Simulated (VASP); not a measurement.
A run of VASP 6.6.1 is set up as follows.

Contents of INCAR:

```
SYSTEM = LiBeF3
PREC = Accurate ; ENCUT = 520
EDIFF = 1E-6 ; ISMEAR = 0
SIGMA = 0.02 ; LREAL = .FALSE.
LASPH = .TRUE. ; NELM = 80
ALGO = Normal ; ISIF = 2
LWAVE = .FALSE. ; LCHARG = .FALSE.
GGA = PE ; NBANDS = 21
```

File KPOINTS:

```
regular mesh
0
G
  8 6 6
  0 0 0
```

POSCAR

```
LiBeF3
1.0
    2.7932368581      0.0000000000      0.0000000000
    0.0000000000      2.6404948882      4.4062970951
    0.0000000000     -2.6404948882      4.4062970951
Li Be F
1 1 3
Direct
    0.5000000000      0.6875354558      0.6875354558
    0.0000000000      0.0571068428      0.0571068428
    0.0000000000      0.9021628075      0.3968236710
    0.0000000000      0.3968236710      0.9021628075
    0.5000000000      0.9556981957      0.9556981957
```

Potentials or basis: VASP PAW PBE potentials, release 64 (Li_sv, Be, F).

Command:

```sh
$ cat potpaw_PBE.64/Li_sv/POTCAR potpaw_PBE.64/Be/POTCAR potpaw_PBE.64/F/POTCAR > POTCAR
$ mpirun -np 1 vasp_std > vasp.out
```

Question: Predict the band gap on the k mesh.

Answer: 7.30 eV, indirect (least direct gap 7.33 eV).

Question: Predict the largest force.

Answer: 0.041 eV/Å.

Forces on the atoms (eV/Å):
```
Li   0.000  0.000  0.014
Be   0.000  0.000 -0.027
F    0.000 -0.037  0.018
F    0.000  0.037  0.018
F    0.000  0.000 -0.022
```

 A k mesh can miss the band edges.
